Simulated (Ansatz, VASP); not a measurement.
# B26SbP27 in VASP and in Ansatz

```xyz
54
Lattice="0.0000 6.8070 6.8070 6.8070 0.0000 6.8070 6.8070 6.8070 0.0000" Properties=species:S:1:pos:R:3 pbc="T T T"
Sb    0.0000    0.0000    0.0000
B     2.3059    2.3059   -0.0148
B     4.5011    4.5011   -0.0148
B     2.3059   -0.0148    2.3059
B     4.5410    2.2660    2.2660
B     6.8218    4.5011    2.3059
B     4.5011   -0.0148    4.5011
B     6.8218    2.3059    4.5011
B     9.0764    4.5376    4.5376
B    -0.0148    2.3059    2.3059
B     2.2660    4.5410    2.2660
B     4.5011    6.8218    2.3059
B     2.2660    2.2660    4.5410
B     4.5410    4.5410    4.5410
B     6.8070    6.8070    4.5425
B     4.5011    2.3059    6.8218
B     6.8070    4.5425    6.8070
B     9.0715    6.8070    6.8070
B    -0.0148    4.5011    4.5011
B     2.3059    6.8218    4.5011
B     4.5376    9.0764    4.5376
B     2.3059    4.5011    6.8218
B     4.5425    6.8070    6.8070
B     6.8070    9.0715    6.8070
B     4.5376    4.5376    9.0764
B     6.8070    6.8070    9.0715
B     9.0764    9.0764    9.0764
P     1.3655    1.3655    1.3655
P     3.4035    3.4035    1.1333
P     5.4415    5.4415    1.3655
P     3.4035    1.1333    3.4035
P     5.6737    3.4035    3.4035
P     7.9392    5.6748    3.4081
P     5.4415    1.3655    5.4415
P     7.9392    3.4081    5.6748
P    10.2059    5.6748    5.6748
P     1.1333    3.4035    3.4035
P     3.4035    5.6737    3.4035
P     5.6748    7.9392    3.4081
P     3.4035    3.4035    5.6737
P     5.6734    5.6734    5.6734
P     7.9406    7.9406    5.6734
P     5.6748    3.4081    7.9392
P     7.9406    5.6734    7.9406
P    10.2059    7.9392    7.9392
P     1.3655    5.4415    5.4415
P     3.4081    7.9392    5.6748
P     5.6748   10.2059    5.6748
P     3.4081    5.6748    7.9392
P     5.6734    7.9406    7.9406
P     7.9392   10.2059    7.9392
P     5.6748    5.6748   10.2059
P     7.9392    7.9392   10.2059
P    10.2105   10.2105   10.2105
```

Alike in both runs: functional PBE; k mesh 3 × 3 × 3; occupations fermi-dirac, width 0.01 eV; no spin polarisation.

Ansatz relaxed the structure, and its values are those at the end. VASP's run is a single point on that final structure, the one shown.

|  | VASP | Ansatz |
| --- | --- | --- |
| version | VASP 6.6.1 | Ansatz 0.2.0 |
| potentials or method | VASP PAW PBE potentials, release 64 (Sb, B, P) | plane-wave PAW, scalar-relativistic |
| plane-wave cutoff (eV) | 420 | 420 |
| valence electrons in the cell | 218 | 228 |

Ansatz gave:

| Quantity | Value |
| --- | --- |
| rms of the force components (eV/Å) | 0.001 |

Question: Which values does VASP return?

Answer: rms of the force components (eV/Å): 0.013.

VASP's potentials hold 218 valence electrons a cell and Ansatz's 228, so a difference there can come from the potentials and not from the codes. Ansatz's warnings: stress scf threshold loose.

Neither program's run includes spin-orbit coupling.
